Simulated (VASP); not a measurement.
# GeW (Fm-3m) in VASP: notebook

GeW is run at these levels: PBE+U, PBE-based global hybrid; tasks: relaxation of cell and atoms, single point.

All numbers are computed with VASP 6.6.1; they aren't measurements. Logs are shortened: lines on timing, memory, paths and dates and some standing lists are left out, and cuts for length are marked.

## (1) The cell of the first run

It takes space group Fm-3m (No. 225, cubic). The conventional cell has a = 5.155 Å, b = 5.155 Å, c = 5.155 Å, α = 90.00°, β = 90.00°, γ = 90.00°. Ge (site symmetry m-3m) has 6 W at 2.58 Å within 3.4 Å. Within 3.4 Å of W (site symmetry m-3m) lie 6 Ge at 2.58 Å.

## (2) Relaxation of cell and atoms, PBE+U

INCAR reads:

```
SYSTEM = GeW
PREC     = Accurate       ! precision mode
ENCUT    = 600            ! plane-wave cutoff, eV
EDIFF    = 1E-6           ! SCF threshold, eV
ISMEAR   = -1             ! smearing method
SIGMA    = 0.05           ! smearing width, eV
LREAL    = .False.        ! projectors in reciprocal space
LASPH    = .True.         ! aspherical terms in the spheres
NELM     = 150            ! most SCF steps
ALGO     = Normal         ! electronic algorithm
ISIF     = 3              ! what is computed and relaxed
LWAVE    = .False.        ! write WAVECAR
LCHARG   = .False.        ! write CHGCAR
LMAXMIX  = 4              ! l up to which the mixer works
LDAU     = .True.         ! DFT+U
LDAUTYPE = 2            
LDAUL    = -1 2           ! shell
LDAUU    = 0 5            ! U, eV
LDAUJ    = 0 0          
LDAUPRINT= 1            
GGA      = PE             ! functional
IBRION   = 2              ! ionic algorithm
NSW      = 60             ! ionic steps
EDIFFG   = -0.01          ! ionic threshold
```

KPOINTS reads:

```
regular mesh
0
Gamma
  9 9 9
  0 0 0
```

POSCAR reads:

```
GeW
1.0
    0.0000000000      2.5776100000      2.5776100000
    2.5776100000      0.0000000000      2.5776100000
    2.5776100000      2.5776100000      0.0000000000
Ge W
1 1
Direct
    0.5000000000      0.5000000000      0.5000000000
    0.0000000000      0.0000000000      0.0000000000
```

Potentials or basis: VASP PAW PBE potentials, release 64 (Ge_d, W_sv).

Started as:

```console
cat potpaw_PBE.64/Ge_d/POTCAR potpaw_PBE.64/W_sv/POTCAR > POTCAR
mpirun -np 1 vasp_std > vasp.out
```

OUTCAR:

```text
SYSTEM = GeW
   PREC = Accurate
   ENCUT = 600
   EDIFF = 1E-6
   ISMEAR = -1
   LREAL = .False.
   LASPH = .True.
   NELM = 150
   ISIF = 3
   GGA = PE
   IBRION = 2
   NSW = 60
   EDIFFG = -0.01

 ion  position               nearest neighbor table
   1  0.500  0.500  0.500-   2 2.58   2 2.58   2 2.58   2 2.58   2 2.58   2 2.58
   2  0.000  0.000  0.000-   1 2.58   1 2.58   1 2.58   1 2.58   1 2.58   1 2.58

  LATTYP: Found a face centered cubic cell.
 ALAT       =     5.1552200000

  Lattice vectors:

 A1 = (   0.0000000000,   2.5776100000,   2.5776100000)
 A2 = (   2.5776100000,   0.0000000000,   2.5776100000)
 A3 = (   2.5776100000,   2.5776100000,   0.0000000000)

Analysis of symmetry for initial positions (statically):
=====================================================================
 Subroutine PRICEL returns:
 Original cell was already a primitive cell.

 Routine SETGRP: Setting up the symmetry group for a
 face centered cubic supercell.

 Subroutine GETGRP returns: Found 48 space group operations
 (whereof 48 operations were pure point group operations)
 out of a pool of 48 trial point group operations.

The static configuration has the point symmetry O_h .

Analysis of symmetry for dynamics (positions and initial velocities):
=====================================================================
 Subroutine PRICEL returns:
 Original cell was already a primitive cell.

 Routine SETGRP: Setting up the symmetry group for a
 face centered cubic supercell.

 Subroutine GETGRP returns: Found 48 space group operations
 (whereof 48 operations were pure point group operations)
 out of a pool of 48 trial point group operations.

The dynamic configuration has the point symmetry O_h .

 Subroutine INISYM returns: Found 48 space group operations
 (whereof 48 operations are pure point group operations),
 and found     1 'primitive' translations

----------------------------------------------------------------------------------------

                                     Primitive cell

  volume of cell :      34.2517

  direct lattice vectors                    reciprocal lattice vectors
     0.000000000  2.577610000  2.577610000    -0.193978143  0.193978143  0.193978143
     2.577610000  0.000000000  2.577610000     0.193978143 -0.193978143  0.193978143
     2.577610000  2.577610000  0.000000000     0.193978143  0.193978143 -0.193978143

  length of vectors
     3.645291021  3.645291021  3.645291021     0.335979998  0.335979998  0.335979998

  position of ions in fractional coordinates (direct lattice)
     0.500000000  0.500000000  0.500000000
     0.000000000  0.000000000  0.000000000

  ion indices of the primitive-cell ions
   primitive index   ion index
                 1           1
                 2           2

----------------------------------------------------------------------------------------

 KPOINTS: regular mesh

Automatic generation of k-mesh.
 Grid dimensions read from file:
 generate k-points for:    9    9    9

 Generating k-lattice:

[... 49 lines left out ...]
   NGX,Y,Z   is equivalent  to a cutoff of  13.68, 13.68, 13.68 a.u.
   NGXF,Y,Z  is equivalent  to a cutoff of  27.36, 27.36, 27.36 a.u.
 SYSTEM =  GeW
   PREC   = accura    normal or accurate (medium, high low for compatibility)
   ISTART =      0    job   : 0-new  1-cont  2-samecut
   ICHARG =      2    charge: 1-file 2-atom 10-const
   ISPIN  =      1    spin polarized calculation?
   LNONCOLLINEAR =      F non collinear calculations
   LSORBIT =      F    spin-orbit coupling
   LASPH  =      T    aspherical Exc in radial PAW
   ENCUT  =  600.0 eV  44.10 Ry    6.64 a.u.   7.28  7.28  7.28*2*pi/ulx,y,z
   NELM   =    150;   NELMIN=  2; NELMDL= -5     # of ELM steps
   EDIFF  = 0.1E-05   stopping-criterion for ELM
   LREAL  =      F    real-space projection
   EDIFFG = -.1E-01   stopping-criterion for IOM
   NSW    =     60    number of steps for IOM
   IBRION =      2    ionic relax: 0-MD 1-quasi-New 2-CG
   NFREE  =      1    steps in history (QN), initial steepest desc. (CG)
[... 42 lines left out ...]
  in kB       49.2034794     49.2034794     49.2034794      0.0000000      0.0000000      0.0000000
  external PRESSURE =      49.2034794 kB  Pullay stress =       0.0000000 kB
[... 53 lines left out ...]
  FREE ENERGIE OF THE ION-ELECTRON SYSTEM (eV)
  ---------------------------------------------------
  free  energy   TOTEN  =       -10.1293197113 eV

  energy  without entropy=      -10.1119544606  energy(sigma->0) =      -10.12063709

atom =   2  type =  2  l = 2

 onsite density matrix

spin component  1

  0.2848  0.0000 -0.0000 -0.0000  0.0000
  0.0000  0.2848 -0.0000 -0.0000 -0.0000
 -0.0000 -0.0000  0.3939 -0.0000  0.0000
 -0.0000 -0.0000 -0.0000  0.2848 -0.0000
  0.0000 -0.0000  0.0000 -0.0000  0.3939

spin component  2

  0.2848  0.0000 -0.0000 -0.0000  0.0000
  0.0000  0.2848 -0.0000 -0.0000 -0.0000
 -0.0000 -0.0000  0.3939 -0.0000  0.0000
 -0.0000 -0.0000 -0.0000  0.2848 -0.0000
  0.0000 -0.0000  0.0000 -0.0000  0.3939

 occupancies and eigenvectors

  o =  0.2848  v =  0.0000  0.7532  0.0000 -0.6578 -0.0000  0.0000  0.0000  0.0000  0.0000  0.0000      0.0000  0.0000  0.0000  0.0000  0.0000  0.0000  0.0000  0.0000  0.0000  0.0000
  o =  0.2848  v =  0.0000  0.0000  0.0000  0.0000  0.0000  0.0000  0.7532  0.0000 -0.6578 -0.0000      0.0000  0.0000  0.0000  0.0000  0.0000  0.0000  0.0000  0.0000  0.0000  0.0000
  o =  0.2848  v =  1.0000  0.0000  0.0000  0.0000  0.0000  0.0000  0.0000  0.0000  0.0000  0.0000      0.0000  0.0000  0.0000  0.0000  0.0000  0.0000  0.0000  0.0000  0.0000  0.0000
  o =  0.2848  v =  0.0000 -0.6578  0.0000 -0.7532  0.0000  0.0000  0.0000  0.0000  0.0000  0.0000      0.0000  0.0000  0.0000  0.0000  0.0000  0.0000  0.0000  0.0000  0.0000  0.0000
  o =  0.2848  v =  0.0000  0.0000  0.0000  0.0000  0.0000  1.0000  0.0000  0.0000  0.0000  0.0000      0.0000  0.0000  0.0000  0.0000  0.0000  0.0000  0.0000  0.0000  0.0000  0.0000
  o =  0.2848  v =  0.0000  0.0000  0.0000  0.0000  0.0000  0.0000 -0.6578  0.0000 -0.7532  0.0000      0.0000  0.0000  0.0000  0.0000  0.0000  0.0000  0.0000  0.0000  0.0000  0.0000
  o =  0.3939  v =  0.0000  0.0000  0.0000  0.0000  0.0000  0.0000 -0.0000 -0.9996 -0.0000  0.0273      0.0000  0.0000  0.0000  0.0000  0.0000  0.0000  0.0000  0.0000  0.0000  0.0000
  o =  0.3939  v =  0.0000 -0.0000 -0.9996 -0.0000  0.0273  0.0000  0.0000  0.0000  0.0000  0.0000      0.0000  0.0000  0.0000  0.0000  0.0000  0.0000  0.0000  0.0000  0.0000  0.0000
  o =  0.3939  v =  0.0000 -0.0000 -0.0273 -0.0000 -0.9996  0.0000  0.0000  0.0000  0.0000  0.0000      0.0000  0.0000  0.0000  0.0000  0.0000  0.0000  0.0000  0.0000  0.0000  0.0000
  o =  0.3939  v =  0.0000  0.0000  0.0000  0.0000  0.0000  0.0000 -0.0000 -0.0273 -0.0000 -0.9996      0.0000  0.0000  0.0000  0.0000  0.0000  0.0000  0.0000  0.0000  0.0000  0.0000

--------------------------------------- Ionic step        3  -------------------------------------------

 number of electron      27.9999989 magnetization

 Free energy of the ion-electron system (eV)
  ---------------------------------------------------
  ext. energy  EPLUGINS =         0.00000000
  ---------------------------------------------------
  free energy    TOTEN  =       -10.16779860 eV

  energy without entropy =      -10.15045094  energy(sigma->0) =      -10.15912477

 E-fermi :   9.1283     XC(G=0): -12.2883

 val. band max:        9.0882928753   @ k =   0.4444   0.1111   0.0000
 cond. band min:       9.1349137464   @ k =   0.3333   0.1111   0.0000
 fundamental gap:      0.0466208711
 Fermi energy:         9.1283210171

 k-point     1 :       0.0000    0.0000    0.0000
  band No.  band energies     occupation
      1     -66.3533      2.00000
      2     -30.4811      2.00000
      3     -30.4811      2.00000
      4     -30.4811      2.00000
      5     -15.4568      2.00000
      6     -15.4568      2.00000
[... 481 lines left out ...]
      5     -15.4525      2.00000
      6     -15.4466      2.00000
[... 10 lines left out ...]
     17      10.6289      0.00000
     18      10.6289      0.00000

 [... further k-points ...]
[... 5 lines left out ...]
  --------------------------------------------------------------------------------------
  -------------------------------------------------------------------------------------
  Total        0.0085553      0.0085553      0.0085553      0.0000000     -0.0000000      0.0000000
  in kB        0.3889548      0.3889548      0.3889548      0.0000000     -0.0000000      0.0000000
  external PRESSURE =       0.3889548 kB  Pullay stress =       0.0000000 kB
[... 17 lines left out ...]
  FREE ENERGIE OF THE ION-ELECTRON SYSTEM (eV)
  ---------------------------------------------------
  free  energy   TOTEN  =       -10.1677985999 eV

  energy  without entropy=      -10.1504509379  energy(sigma->0) =      -10.15912477

 reached required accuracy - stopping structural energy minimisation
```

Run time: 63 s. Hardware: 1 thread of Intel Xeon Platinum 8488C (Sapphire Rapids), shared host; peak memory 0.19 GiB.

Results:

| Item | Value |
| --- | --- |
| Free energy | -10.1678 eV |
| Relaxed volume | 17.62 Å³/atom |
| Relaxed cell | a = 3.680 Å, b = 3.680 Å, c = 3.680 Å, α = 60.00°, β = 60.00°, γ = 60.00° |
| Space group after relaxing (to 0.05 Å) | Fm-3m (No. 225) |
| Energy gained by relaxing | 7.3 meV/atom |
| Ionic steps | 3 |
| Pressure after relaxing | 0.0 GPa |
| Band gap on the k mesh | zero (band 14 reaches 9.65 eV, above the bottom of band 15 at 7.93 eV) |

The path:
| step | energy change (eV) | largest force (eV/Å) | pressure (GPa) | volume (Å³) |
| --- | --- | --- | --- | --- |
| 1 | 0.0000 | 0.0000 | 4.92 | 34.25 |
| 2 | 0.0239 | 0.0000 | -6.96 | 36.93 |
| 3 | -0.0146 | 0.0000 | 0.04 | 35.24 |

Final structure:
```
Ge W
1.0
     0.00000    2.60219    2.60219
     2.60219    0.00000    2.60219
     2.60219    2.60219    0.00000
Ge W
1 1
Direct
  0.50000 0.50000 0.50000
  0.00000 0.00000 0.00000
```

Levels at points of the mesh, in eV from the Fermi level:
```csv
k point,band 10,band 11,band 12,band 13,band 14,band 15,band 16,band 17,band 18
"(0.00, 0.00, 0.00)",-12.48,-1.45,-1.45,-1.45,-1.11,-1.11,2.04,2.04,2.04
```

Eigenvalues of the final occupation matrices:
| site | spin | trace | eigenvalues |
| --- | --- | --- | --- |
| site 2 d | 1 | 1.64 | 0.28 0.28 0.28 0.39 0.39 |
| site 2 d | 2 | 1.64 | 0.28 0.28 0.28 0.39 0.39 |

Caveat: spin-orbit coupling is left out, which moves the levels of the heavy elements; U without spin polarisation on a metal has little footing; the U is typed as a test and isn't derived for this compound.

## (3) Relaxation of cell and atoms, PBE+U

INCAR reads:

```
SYSTEM = GeW
ALGO = Normal
EDIFF = 1E-6
EDIFFG = -0.01
ENCUT = 600
GGA = PE
IBRION = 2
ISIF = 3
ISMEAR = -1
LASPH = .True.
LCHARG = .False.
LDAU = .True.
LDAUJ = 0 0
LDAUL = -1 2
LDAUPRINT = 1
LDAUTYPE = 2
LDAUU = 0 6
LMAXMIX = 4
LREAL = .False.
LWAVE = .False.
NELM = 150
NSW = 60
PREC = Accurate
SIGMA = 0.05
```

KPOINTS reads:

```
k-points
0
Gamma
  9 9 9
  0 0 0
```

POSCAR is that of step 2.

Potentials or basis: VASP PAW PBE potentials, release 64 (Ge_d, W_sv).

Started as:

```console
cat potpaw_PBE.64/Ge_d/POTCAR potpaw_PBE.64/W_sv/POTCAR > POTCAR
mpirun -np 1 vasp_std > vasp.out
```

Run time: 61 s. Hardware: 1 thread of Intel Xeon Platinum 8488C (Sapphire Rapids), shared host; peak memory 0.2 GiB.

The run converged. Its results:

```
Free energy                            : -9.0842 eV
Relaxed volume                         : 17.72 Å³/atom
Relaxed cell                           : a = 3.687 Å, b = 3.687 Å, c = 3.687 Å, α = 60.00°, β = 60.00°, γ = 60.00°
Space group after relaxing (to 0.05 Å) : Fm-3m (No. 225)
Energy gained by relaxing              : 10.5 meV/atom
Ionic steps                            : 3
Pressure after relaxing                : 0.0 GPa
Band gap on the k mesh                 : zero (band 14 reaches 9.70 eV, above the bottom of band 15 at 7.96 eV)
```

The path:
| step | energy change (eV) | largest force (eV/Å) | pressure (GPa) | volume (Å³) |
| --- | --- | --- | --- | --- |
| 1 | 0.0000 | 0.0000 | 5.92 | 34.25 |
| 2 | 0.0334 | 0.0000 | -8.06 | 37.48 |
| 3 | -0.0210 | 0.0000 | 0.04 | 35.45 |

Final structure:
```yaml
crystal:
  lattice:
    - [0.00000, 2.60726, 2.60726]
    - [2.60726, 0.00000, 2.60726]
    - [2.60726, 2.60726, 0.00000]
  atoms:
    - { symbol: Ge, position: [0.50000, 0.50000, 0.50000] }
    - { symbol: W, position: [0.00000, 0.00000, 0.00000] }
```

Levels at points of the mesh, in eV from the Fermi level:
```tsv
k point	band 10	band 11	band 12	band 13	band 14	band 15	band 16	band 17	band 18
(0.00, 0.00, 0.00)	-12.54	-1.42	-1.42	-1.42	-1.20	-1.20	1.94	1.94	1.94
```

Eigenvalues of the final occupation matrices:
```csv
site,spin,trace,eigenvalues
site 2 d,1,1.62,0.28 0.28 0.28 0.40 0.40
site 2 d,2,1.62,0.28 0.28 0.28 0.40 0.40
```

Caveat: spin-orbit coupling is left out, which moves the levels of the heavy elements; U without spin polarisation on a metal has little footing; the U is typed as a test and isn't derived for this compound.

## (4) Relaxation of cell and atoms, PBE+U

INCAR reads:

```
SYSTEM = GeW
  ALGO = Normal
  EDIFF = 1E-6
  EDIFFG = -0.01
  ENCUT = 600
  GGA = PE
  IBRION = 2
  ISIF = 3
  ISMEAR = -1
  LASPH = .True.
  LCHARG = .False.
  LDAU = .True.
  LDAUJ = 0 0
  LDAUL = -1 2
  LDAUPRINT = 1
  LDAUTYPE = 2
  LDAUU = 0 8
  LMAXMIX = 4
  LREAL = .False.
  LWAVE = .False.
  NELM = 150
  NSW = 60
  PREC = Accurate
  SIGMA = 0.05
```

KPOINTS is that of step 3.

POSCAR is that of step 3.

Started as:

```console
cat potpaw_PBE.64/Ge_d/POTCAR potpaw_PBE.64/W_sv/POTCAR > POTCAR
mpirun -np 1 vasp_std > vasp.out
```

Wall time 88 s (1 thread of Intel Xeon Platinum 8488C (Sapphire Rapids), shared host); peak memory 0.2 GiB.

Results (log left out):

| Quantity | Value |
| --- | --- |
| Free energy | -6.9528 eV |
| Relaxed volume | 18.00 Å³/atom |
| Relaxed cell | a = 3.706 Å, b = 3.706 Å, c = 3.706 Å, α = 60.00°, β = 60.00°, γ = 60.00° |
| Space group after relaxing (to 0.05 Å) | Fm-3m (No. 225) |
| Energy gained by relaxing | 20.8 meV/atom |
| Ionic steps | 4 |
| Pressure after relaxing | -0.1 GPa |
| Band gap on the k mesh | zero (band 14 reaches 9.82 eV, above the bottom of band 15 at 7.83 eV) |

The path:
```
step  energy change (eV)  largest force (eV/Å)  pressure (GPa)  volume (Å³)
   1              0.0000                0.0000            8.15        34.25
   2              0.0367                0.0000           -8.75        38.75
   3             -0.0415                0.0000           -0.24        36.06
   4             -0.0416                0.0000           -0.05        36.01
```

Final structure:
```
Ge W
1.0
     0.00000    2.62089    2.62089
     2.62089    0.00000    2.62089
     2.62089    2.62089    0.00000
Ge W
1 1
Direct
  0.50000 0.50000 0.50000
  0.00000 0.00000 0.00000
```

Levels at points of the mesh, in eV from the Fermi level:
| k point | band 11 | band 12 | band 13 | band 14 | band 15 | band 16 | band 17 | band 18 |
| --- | --- | --- | --- | --- | --- | --- | --- | --- |
| (0.00, 0.00, 0.00) | -1.49 | -1.49 | -1.30 | -1.30 | -1.30 | 1.72 | 1.72 | 1.72 |

Eigenvalues of the final occupation matrices:
| site | spin | trace | eigenvalues |
| --- | --- | --- | --- |
| site 2 d | 1 | 1.57 | 0.25 0.25 0.25 0.41 0.41 |
| site 2 d | 2 | 1.57 | 0.25 0.25 0.25 0.41 0.41 |

Caveat: spin-orbit coupling is left out, which moves the levels of the heavy elements; U without spin polarisation on a metal has little footing; the U is typed as a test and isn't derived for this compound.

## (5) Single point, PBE-based global hybrid

POSCAR is that of step 4.

INCAR.step1 reads:

```
PREC = Accurate ; ENCUT = 520
EDIFF = 1E-5 ; ISMEAR = -1
SIGMA = 0.05 ; LREAL = F
LASPH = T ; NELM = 100
ALGO = Normal ; ISIF = 2
LWAVE = T ; LCHARG = F
NBANDS = 21 ; GGA = PE
```

INCAR.step2 reads:

```
PREC = Accurate ; ENCUT = 520
EDIFF = 1E-6 ; ISMEAR = -1
SIGMA = 0.05 ; LREAL = F
LASPH = T ; NELM = 100
ALGO = Normal ; ISIF = 2
LWAVE = F ; LCHARG = F
GGA = PE ; LHFCALC = T
AEXX = 0.1 ; PRECFOCK = Normal
NBANDS = 21 ; ISTART = 1
```

KPOINTS reads:

```
Automatic mesh
0
Gamma
  5 5 5
```

Started as:

```console
cat potpaw_PBE.64/Ge_d/POTCAR potpaw_PBE.64/W_sv/POTCAR > POTCAR
cp INCAR.step1 INCAR
mpirun -np 1 vasp_std > vasp.out
cp INCAR.step2 INCAR
mpirun -np 1 vasp_std > vasp.out
```

Wall time 66 min (1 thread of AMD EPYC 7R43 (Zen 3), shared host); peak memory 0.15 GiB.

Results (log left out):

| Quantity | Value |
| --- | --- |
| Free energy | -17.3481 eV |
| Pressure | -2.0 GPa |
| Band gap on the k mesh | zero (band 14 reaches 9.57 eV, above the bottom of band 15 at 7.91 eV) |

Levels at points of the mesh, in eV from the Fermi level:
| k point | band 10 | band 11 | band 12 | band 13 | band 14 | band 15 | band 16 | band 17 | band 18 | band 19 |
| --- | --- | --- | --- | --- | --- | --- | --- | --- | --- | --- |
| (0.00, 0.00, 0.00) | -13.40 | -2.21 | -2.21 | -2.21 | -1.43 | -1.43 | 2.36 | 2.36 | 2.36 | 7.82 |

Caveat: the k points lie up to 0.42 Å⁻¹ apart; the PAW data sets were made with another functional, which shifts forces and pressure a little; spin-orbit coupling is left out, which moves the levels of the heavy elements.

## (6) The runs side by side

```tsv
task	level	U	cell	k mesh	cutoff (eV)	grid for exact exchange (PRECFOCK)	share of exact exchange	gap on the mesh (eV)	pressure (GPa)	relaxed volume (Å³/atom)
relaxation of cell and atoms	PBE+U	W d U = 5.0 eV	relaxed	9 × 9 × 9	600	-	-	none	0.0	17.62
relaxation of cell and atoms	PBE+U	W d U = 6.0 eV	relaxed	9 × 9 × 9	600	-	-	none	0.0	17.72
relaxation of cell and atoms	PBE+U	W d U = 8.0 eV	relaxed	9 × 9 × 9	600	-	-	none	-0.1	18.00
single point	PBE-based global hybrid	-	as given	5 × 5 × 5	520	Normal	0.1	none	-2.0	-
```

Alike in all rows: potentials or basis VASP PAW PBE potentials, release 64 (Ge_d, W_sv); no spin polarisation; smearing fermi-dirac 0.05 eV.

Caveats: some runs use coarse meshes; spin-orbit coupling is left out, which moves the levels of the heavy elements; U without spin polarisation on a metal has little footing (some runs); the U is typed as a test and isn't derived for this compound (some runs); the PAW data sets were made with another functional, which shifts forces and pressure a little (some runs).

Absolute energies hang on the potentials; compare differences alone.
